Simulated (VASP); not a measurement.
# MgO (Fm-3m) in VASP: a series of runs

MgO is run at these levels: PBE, r2SCAN; tasks: single point.

All numbers are computed with VASP 6.6.1; they aren't measurements. Logs are shortened: lines on timing, memory, paths and dates and some standing lists are left out, and cuts for length are marked.

### 1 The cell of the first run

It takes space group Fm-3m (No. 225, cubic). The conventional cell has a = 4.254 Å, b = 4.254 Å, c = 4.254 Å, α = 90.00°, β = 90.00°, γ = 90.00°. Within 2.8 Å of Mg (site symmetry m-3m) lie 6 O at 2.13 Å. Within 2.8 Å of O (site symmetry m-3m) lie 6 Mg at 2.13 Å.

### 2 Single point, PBE

INCAR reads:

```
SYSTEM = MgO
PREC = Accurate ; ENCUT = 520
EDIFF = 1E-7 ; ISMEAR = 0
SIGMA = 0.01 ; LREAL = Auto
LASPH = .TRUE. ; NELM = 80
ALGO = Normal ; ISIF = 2
LWAVE = .FALSE. ; LCHARG = .FALSE.
GGA = PE ; NBANDS = 326
LUSENCCL = .FALSE.
```

KPOINTS reads:

```
Automatic mesh
0
G
  1 1 1
  0 0 0
```

POSCAR reads:

```
MgO
1.0
    0.0000000000      8.5087624606      8.5087624606
    8.5087624606      0.0000000000      8.5087624606
    8.5087624606      8.5087624606      0.0000000000
Mg O
64 64
Direct
    0.0000000000      0.0000000000      0.0000000000
    0.0000000000      0.0000000000      0.2500000000
    0.0000000000      0.0000000000      0.5000000000
    0.0000000000      0.0000000000      0.7500000000
    0.0000000000      0.2500000000      0.0000000000
    0.0000000000      0.2500000000      0.2500000000
[... 120 lines left out ...]
    0.8750000000      0.8750000000      0.6250000000
    0.8750000000      0.8750000000      0.8750000000
```

Potentials or basis: VASP PAW PBE potentials, release 64 (Mg, O).

On the command line:

```sh
$ cat potpaw_PBE.64/Mg/POTCAR potpaw_PBE.64/O/POTCAR > POTCAR
$ mpirun -np 1 vasp_gam > vasp.out
```

OUTCAR:

```text
SYSTEM = MgO
   PREC = Accurate
   ENCUT = 520
   EDIFF = 1E-7
   ISMEAR = 0
   LREAL = Auto
   LASPH = .TRUE.
   NELM = 80
   ISIF = 2
   GGA = PE

 ion  position               nearest neighbor table
   1  0.000  0.000  0.000-  68 2.13  77 2.13  80 2.13 113 2.13 116 2.13 125 2.13  17 3.01  20 3.01
                            29 3.01  49 3.01  50 3.01  53 3.01   2 3.01   4 3.01   5 3.01   8 3.01
   2  0.000  0.000  0.250-  65 2.13  77 2.13  78 2.13 113 2.13 114 2.13 126 2.13  17 3.01  18 3.01
                            30 3.01  50 3.01  51 3.01  54 3.01   1 3.01   3 3.01   5 3.01   6 3.01
   3  0.000  0.000  0.500-  66 2.13  78 2.13  79 2.13 114 2.13 115 2.13 127 2.13  18 3.01  19 3.01
                            31 3.01  51 3.01  52 3.01  55 3.01   2 3.01   4 3.01   6 3.01   7 3.01
   4  0.000  0.000  0.750-  67 2.13  79 2.13  80 2.13 115 2.13 116 2.13 128 2.13  19 3.01  20 3.01
                            32 3.01  49 3.01  52 3.01  56 3.01   1 3.01   3 3.01   7 3.01   8 3.01
   5  0.000  0.250  0.000-  65 2.13  68 2.13  72 2.13 113 2.13 117 2.13 120 2.13  17 3.01  21 3.01
                            24 3.01  53 3.01  54 3.01  57 3.01   1 3.01   2 3.01   6 3.01   8 3.01
   6  0.000  0.250  0.250-  65 2.13  66 2.13  69 2.13 114 2.13 117 2.13 118 2.13  18 3.01  21 3.01
                            22 3.01  54 3.01  55 3.01  58 3.01   2 3.01   3 3.01   5 3.01   7 3.01
   7  0.000  0.250  0.500-  66 2.13  67 2.13  70 2.13 115 2.13 118 2.13 119 2.13  19 3.01  22 3.01
                            23 3.01  55 3.01  56 3.01  59 3.01   3 3.01   4 3.01   6 3.01   8 3.01
   8  0.000  0.250  0.750-  67 2.13  68 2.13  71 2.13 116 2.13 119 2.13 120 2.13  20 3.01  23 3.01
                            24 3.01  53 3.01  56 3.01  60 3.01   1 3.01   4 3.01   5 3.01   7 3.01
   9  0.000  0.500  0.000-  69 2.13  72 2.13  76 2.13 117 2.13 121 2.13 124 2.13  21 3.01  25 3.01
[... 173 lines left out ...]
 127  0.875  0.875  0.625-   3 2.13  15 2.13  16 2.13  51 2.13  52 2.13  64 2.13
 128  0.875  0.875  0.875-   4 2.13  13 2.13  16 2.13  49 2.13  52 2.13  61 2.13

  LATTYP: Found a face centered cubic cell.
 ALAT       =    17.0175249212

  Lattice vectors:

 A1 = (   0.0000000000,   8.5087624606,   8.5087624606)
 A2 = (   8.5087624606,   0.0000000000,   8.5087624606)
 A3 = (   8.5087624606,   8.5087624606,   0.0000000000)

Analysis of symmetry for initial positions (statically):
=====================================================================
 Subroutine PRICEL returns following result:

  LATTYP: Found a face centered cubic cell.
 ALAT       =     4.2543812303

  Lattice vectors:

 A1 = (   0.0000000000,   2.1271906151,   2.1271906151)
 A2 = (   2.1271906151,   0.0000000000,   2.1271906151)
 A3 = (   2.1271906151,   2.1271906151,   0.0000000000)

  64 primitive cells build up your supercell.

 Routine SETGRP: Setting up the symmetry group for a
 face centered cubic supercell.

 Subroutine GETGRP returns: Found 48 space group operations
 (whereof 48 operations were pure point group operations)
 out of a pool of 48 trial point group operations.

The static configuration has the point symmetry O_h .

Analysis of symmetry for dynamics (positions and initial velocities):
=====================================================================
 Subroutine PRICEL returns following result:

  LATTYP: Found a face centered cubic cell.
 ALAT       =     4.2543812303

  Lattice vectors:

 A1 = (   0.0000000000,   2.1271906151,   2.1271906151)
 A2 = (   2.1271906151,   0.0000000000,   2.1271906151)
 A3 = (   2.1271906151,   2.1271906151,   0.0000000000)

  64 primitive cells build up your supercell.

 Routine SETGRP: Setting up the symmetry group for a
 face centered cubic supercell.

 Subroutine GETGRP returns: Found 48 space group operations
 (whereof 48 operations were pure point group operations)
 out of a pool of 48 trial point group operations.

The dynamic configuration has the point symmetry O_h .

 Subroutine INISYM returns: Found 48 space group operations
 (whereof 48 operations are pure point group operations),
 and found    64 'primitive' translations

----------------------------------------------------------------------------------------

                                     Primitive cell

  volume of cell :      19.2508

  direct lattice vectors                    reciprocal lattice vectors
     0.000000000  2.127190615  2.127190615    -0.235051808  0.235051808  0.235051808
     2.127190615  0.000000000  2.127190615     0.235051808 -0.235051808  0.235051808
     2.127190615  2.127190615  0.000000000     0.235051808  0.235051808 -0.235051808

  length of vectors
     3.008301818  3.008301818  3.008301818     0.407121674  0.407121674  0.407121674

  position of ions in fractional coordinates (direct lattice)
     0.000000000  0.000000000  0.000000000
     0.500000000  0.500000000  0.500000000

  ion indices of the primitive-cell ions
   primitive index   ion index
                 1           1
                 2          65

----------------------------------------------------------------------------------------

 KPOINTS: Automatic mesh

Automatic generation of k-mesh.
 Grid dimensions read from file:
 generate k-points for:    1    1    1

 Generating k-lattice:

  Cartesian coordinates                     Fractional coordinates (reciprocal lattice)
    -0.058762952  0.058762952  0.058762952     1.000000000  0.000000000  0.000000000
     0.058762952 -0.058762952  0.058762952     0.000000000  1.000000000  0.000000000
     0.058762952  0.058762952 -0.058762952     0.000000000  0.000000000  1.000000000

  Length of vectors
     0.101780418  0.101780418  0.101780418

  Shift w.r.t. Gamma in fractional coordinates (k-lattice)
     0.000000000  0.000000000  0.000000000

 Subroutine IBZKPT returns following result:
 ===========================================

 Found      1 irreducible k-points:

 Following reciprocal coordinates:
            Coordinates               Weight
  0.000000  0.000000  0.000000      1.000000
   k-points           NKPTS =      1   k-points in BZ     NKDIM =      1   number of bands    NBANDS=    326
   number of dos      NEDOS =    301   number of ions     NIONS =    128
   total plane-waves  NPLWV = 729000
   dimension x,y,z NGX =    90 NGY =   90 NGZ =   90
   dimension x,y,z NGXF=   180 NGYF=  180 NGZF=  180
   ions per type =              64  64
   NGX,Y,Z   is equivalent  to a cutoff of  12.43, 12.43, 12.43 a.u.
   NGXF,Y,Z  is equivalent  to a cutoff of  24.87, 24.87, 24.87 a.u.
 SYSTEM =  MgO
   PREC   = accura    normal or accurate (medium, high low for compatibility)
   ISTART =      0    job   : 0-new  1-cont  2-samecut
   ICHARG =      2    charge: 1-file 2-atom 10-const
   ISPIN  =      1    spin polarized calculation?
   LNONCOLLINEAR =      F non collinear calculations
   LSORBIT =      F    spin-orbit coupling
   LASPH  =      T    aspherical Exc in radial PAW
   ENCUT  =  520.0 eV  38.22 Ry    6.18 a.u.  22.37 22.37 22.37*2*pi/ulx,y,z
   NELM   =     80;   NELMIN=  2; NELMDL= -5     # of ELM steps
   EDIFF  = 0.1E-06   stopping-criterion for ELM
   LREAL  =      T    real-space projection
   EDIFFG = 0.1E-05   stopping-criterion for IOM
   NSW    =      0    number of steps for IOM
   IBRION =     -1    ionic relax: 0-MD 1-quasi-New 2-CG
   NFREE  =      0    steps in history (QN), initial steepest desc. (CG)
   ISIF   =      2    stress and relaxation
   ISYM   =      2    0-nonsym 1-usesym 2-fastsym
   POTIM  = 0.5000    time-step for ionic-motion
   TEBEG  =    0.0;   TEEND  =   0.0 temperature during run
   PSTRESS=    0.0 pullay stress
   NELECT =     512.0000    total number of electrons
   NUPDOWN=      -1.0000    fix difference up-down
   EMIN   =  10.00;   EMAX   =-10.00  energy-range for DOS
   EFERMI =   0.00;   METHOD = LEGACY
   ISMEAR =     0;   SIGMA  =   0.01  broadening in eV -4-tet -1-fermi 0-gaus
   EFERMI_NEDOS =   21; number of points for ismear=-14 and -15
   IALGO  =     38    algorithm
   IMIX   =      4    mixing-type and parameters
     AMIX     =   0.40;   BMIX     =  1.00
     AMIX_MAG =   1.60;   BMIX_MAG =  1.00
  volume/ion in A,a.u.               =       9.63        64.96
  Fermi-wavevector in a.u.,A,eV,Ry     =   1.221673  2.308628 20.306500  1.492486
  Thomas-Fermi vector in A             =   2.356847
   LORBIT       =      0    0 simple, 1 ext, 2 COOP (PROOUT), +10 PAW based schemes
   GGA     = PE    functional components
   LHFCALC =     F    Hartree Fock is set to
   AEXX    =    0.0000 exact exchange contribution
   IVDW    =     0    specifies the selected vdW correction
   LEPSILON=     F    determine dielectric tensor
   LRPA    =     F    only Hartree local field effects (RPA)
 non-spin polarized calculation
 Gauss-broadening in eV      SIGMA  =   0.01
  energy-cutoff  :      520.00
  volume of cell :     1232.05
 maximum number of plane-waves:     16612
 NGX is ok and might be reduce to    90
   NGX = 45   NGY = 45   NGZ = 45

 number of electron     511.9999746 magnetization

 Free energy of the ion-electron system (eV)
  ---------------------------------------------------
  ext. energy  EPLUGINS =         0.00000000
  ---------------------------------------------------
  free energy    TOTEN  =      -761.57312384 eV

  energy without entropy =     -761.57312384  energy(sigma->0) =     -761.57312384

 E-fermi :   3.0514     XC(G=0): -10.9343

 val. band max:        2.9807641341   @ k =   0.0000   0.0000   0.0000
 cond. band min:       7.4124915917   @ k =   0.0000   0.0000   0.0000
 fundamental gap:      4.4317274576
 Fermi energy:         3.0514106128

 k-point     1 :       0.0000    0.0000    0.0000
  band No.  band energies     occupation
      1     -14.1337      2.00000
      2     -13.5771      2.00000
      3     -13.5771      2.00000
      4     -13.5771      2.00000
      5     -13.5771      2.00000
      6     -13.5771      2.00000
[... 260 lines left out ...]
    267      10.6784      0.00000
    268      10.6784      0.00000
 [bands above 268 left out]

------------------------ aborting loop because EDIFF is reached ----------------------------------------

  FORCE on cell =-STRESS in cart. coord.  units (eV):
  Direction    XX          YY          ZZ          XY          YZ          ZX
  --------------------------------------------------------------------------------------
  -------------------------------------------------------------------------------------
  Total       -6.0544543     -6.0544543     -6.0544543      0.0000000      0.0000000     -0.0000000
  in kB       -7.8732927     -7.8732927     -7.8732927      0.0000000      0.0000000     -0.0000000
  external PRESSURE =      -7.8732927 kB  Pullay stress =       0.0000000 kB

 VOLUME and BASIS-vectors are now :
 -----------------------------------------------------------------------------
  energy-cutoff  :      520.00
  volume of cell :     1232.05
      direct lattice vectors                 reciprocal lattice vectors
     0.000000000  8.508762461  8.508762461    -0.058762952  0.058762952  0.058762952
     8.508762461  0.000000000  8.508762461     0.058762952 -0.058762952  0.058762952
     8.508762461  8.508762461  0.000000000     0.058762952  0.058762952 -0.058762952

 POSITION                                       TOTAL-FORCE (eV/Angst)
 -----------------------------------------------------------------------------------
      0.00000      0.00000      0.00000         0.000000     -0.000000      0.000000
      2.12719      2.12719      0.00000         0.000000     -0.000000      0.000000
      4.25438      4.25438      0.00000         0.000000      0.000000      0.000000
      6.38157      6.38157      0.00000         0.000000      0.000000     -0.000000
      2.12719      0.00000      2.12719         0.000000     -0.000000      0.000000
      4.25438      2.12719      2.12719         0.000000     -0.000000      0.000000
[... 120 lines left out ...]
     12.76314     12.76314     14.89033        -0.000000     -0.000000      0.000000
     14.89033     14.89033     14.89033        -0.000000     -0.000000      0.000000
 -----------------------------------------------------------------------------------
    total drift:                                0.000000      0.000000      0.000000

  FREE ENERGIE OF THE ION-ELECTRON SYSTEM (eV)
  ---------------------------------------------------
  free  energy   TOTEN  =      -761.5731238356 eV

  energy  without entropy=     -761.5731238356  energy(sigma->0) =     -761.57312384
```

Wall time 1.7 min (1 × NVIDIA H100 80GB with 1 thread of Intel Xeon Platinum 8481C at 2.70GHz (Sapphire Rapids), shared host); peak memory 1.8 GiB.

What came out:

- Free energy: -761.5731 eV
- Pressure: -0.8 GPa
- Band gap on the k mesh: 4.43 eV

Caveat: the k points lie up to 0.64 Å⁻¹ apart; an odd mesh through Γ misses points on the zone boundary, where band edges can lie.

### 3 Single point, r2SCAN

POSCAR is that of step 2.

INCAR.step1 reads:

```
SYSTEM = MgO
PREC     = Accurate       ! precision mode
ENCUT    = 520            ! plane-wave cutoff, eV
ISMEAR   = 0              ! smearing method
SIGMA    = 0.01           ! smearing width, eV
LREAL    = Auto         
LASPH    = .True.         ! aspherical terms in the spheres
NELM     = 100            ! most SCF steps
NBANDS   = 326            ! bands
GGA      = PE             ! functional
ALGO     = Normal         ! electronic algorithm
EDIFF    = 1E-4           ! SCF threshold, eV
LWAVE    = .True.         ! write WAVECAR
LCHARG   = .False.        ! write CHGCAR
LUSENCCL = .False.
```

INCAR.step2 reads:

```
SYSTEM = MgO
PREC     = Accurate       ! precision mode
ENCUT    = 520            ! plane-wave cutoff, eV
EDIFF    = 1E-6           ! SCF threshold, eV
ISMEAR   = 0              ! smearing method
SIGMA    = 0.01           ! smearing width, eV
LREAL    = Auto         
LASPH    = .True.         ! aspherical terms in the spheres
NELM     = 100            ! most SCF steps
ALGO     = Normal         ! electronic algorithm
ISIF     = 2              ! what is computed and relaxed
LWAVE    = .False.        ! write WAVECAR
LCHARG   = .True.         ! write CHGCAR
METAGGA  = R2SCAN         ! meta-GGA
LMIXTAU  = .True.       
LELF     = .True.         ! ELF
LVHAR    = .True.       
NBANDS   = 326            ! bands
ISTART   = 1            
LUSENCCL = .False.
```

KPOINTS reads:

```
Automatic mesh
0
Gamma
  1 1 1
  0 0 0
```

Potentials or basis: VASP PAW PBE potentials, release 64 (Mg, O).

On the command line:

```sh
$ cat potpaw_PBE.64/Mg/POTCAR potpaw_PBE.64/O/POTCAR > POTCAR
$ cp INCAR.step1 INCAR
$ mpirun -np 1 vasp_gam > vasp.out
$ cp INCAR.step2 INCAR
$ mpirun -np 1 vasp_gam > vasp.out
```

Wall time 8.4 min (1 × NVIDIA H100 80GB with 1 thread of AMD EPYC 7R13 (Zen 3), shared host); peak memory 2.1 GiB.

The run converged. Its results:

- Free energy: -1032.6927 eV
- Pressure: -6.6 GPa
- Band gap on the k mesh: 5.30 eV

Levels at points of the mesh, in eV from the valence-band top:
| k point | band 254 | band 255 | band 256 | band 257 | band 258 | band 259 |
| --- | --- | --- | --- | --- | --- | --- |
| (0.00, 0.00, 0.00) | 0.00 | 0.00 | 0.00 | 5.30 | 7.69 | 7.69 |

Caveat: the k points lie up to 0.64 Å⁻¹ apart; the PAW data sets were made with another functional, which shifts forces and pressure a little; an odd mesh through Γ misses points on the zone boundary, where band edges can lie.
